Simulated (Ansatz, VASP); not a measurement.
GaP in VASP and in Ansatz

```xyz
2
Lattice="0.0000 2.6980 2.7252 2.6980 0.0000 2.7252 2.6980 2.6980 0.0000" Properties=species:S:1:pos:R:3 pbc="T T T"
Ga    0.0000    0.0000    0.0000
P     4.0470    4.0470    4.0879
```

Change from the starting cell: equal xx and yy strain of -1 %.

Alike in both runs: task single point; functional LDA; k mesh 10 × 10 × 10; occupations fermi-dirac, width 0.05 eV; no spin polarisation.

|  | VASP | Ansatz |
| --- | --- | --- |
| version | VASP 6.6.1 | Ansatz 0.2.0 |
| potentials or method | VASP PAW LDA potentials, release 64 (Ga_d, P), cutoff 520 eV | all-electron LAPW, scalar-relativistic |

Ansatz gave:

```
pressure (GPa)                                                : -1.1
traceless stress, the component that is largest in VASP (GPa) : -0.53
```

What did VASP give for the same quantities?

Pressure (GPa): -1.0; traceless stress, the component that is largest in VASP (GPa): -0.53.

LDA's correlation is that of Perdew and Zunger in VASP and of Perdew and Wang (1992) in Ansatz. Ansatz ran all-electron here, and VASP with PAW potentials.
